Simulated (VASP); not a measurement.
Set up this calculation in VASP 6.6.1, as the native input.

```yaml
Task: single point
Functional: PBE
Potentials_or_basis: VASP PAW PBE potentials, release 64 (Te, Mo_sv)
Cutoff: 520 eV
k_mesh: 12 × 12 × 2
Occupations: gaussian, width 0.05 eV
Spin: no spin polarisation
Dipole_correction: no
Further_INCAR_settings: ALGO = Normal; EDIFF = 1e-06; NBANDS = 35
```

The structure of Te2Mo lies in POSCAR:

```
Te2Mo
1.0
    3.5570664331      0.0000000000      0.0000000000
   -1.7785332165      3.0805098940      0.0000000000
    0.0000000000      0.0000000000     15.2047186580
Te Mo
4 2
Direct
    0.3089867146      0.6179734291      0.6310943552
    0.6666666667      0.3333333333      0.1310943552
    0.3333333333      0.6666666667      0.8689056448
    0.6666666667      0.3333333333      0.3689056448
    0.3333333333      0.6666666667      0.2500000000
    0.6666666667      0.3333333333      0.7500000000
```

This cell differs from its parent crystal: atom 1 (Te) moved by (-0.150, +0.000) A along y and z.

One way to write it, as run:

INCAR

```
SYSTEM = Te2Mo
PREC     = Accurate       ! precision mode
ENCUT    = 520            ! plane-wave cutoff, eV
EDIFF    = 1E-6           ! SCF threshold, eV
ISMEAR   = 0              ! smearing method
SIGMA    = 0.05           ! smearing width, eV
LREAL    = .FALSE.        ! projectors in reciprocal space
LASPH    = .TRUE.         ! aspherical terms in the spheres
NELM     = 60             ! most SCF steps
ALGO     = Normal         ! electronic algorithm
ISIF     = 2              ! what is computed and relaxed
LWAVE    = .FALSE.        ! write WAVECAR
LCHARG   = .TRUE.         ! write CHGCAR
GGA      = PE             ! functional
LELF     = .TRUE.         ! ELF
LVHAR    = .TRUE.       
NBANDS   = 35             ! bands
```

KPOINTS

```
regular mesh
0
G
  12 12 2
  0 0 0
```

Potentials or basis: VASP PAW PBE potentials, release 64 (Te, Mo_sv).

Launch:

```bash
$ cat potpaw_PBE.64/Te/POTCAR potpaw_PBE.64/Mo_sv/POTCAR > POTCAR
$ mpirun -np 1 vasp_std > vasp.out
```

Results of the run:

```yaml
Pressure: 0.2 GPa
Largest_force: 0.932 eV/Å
Band_gap_on_the_k_mesh: 0.99 eV, indirect (least direct gap 1.02 eV)
```

Caveat: the cell differs from its parent crystal (atom 1 (Te) moved by (-0.150, +0.000) A along y and z); spin-orbit coupling is left out, which moves the levels of the heavy elements; this functional lacks dispersion, which binds the layers, so the pressure and a relaxed spacing across them are unreliable.

It took 18 min on 1 thread of AMD EPYC 7R13, with other jobs on the host, peak memory 0.55 GiB.
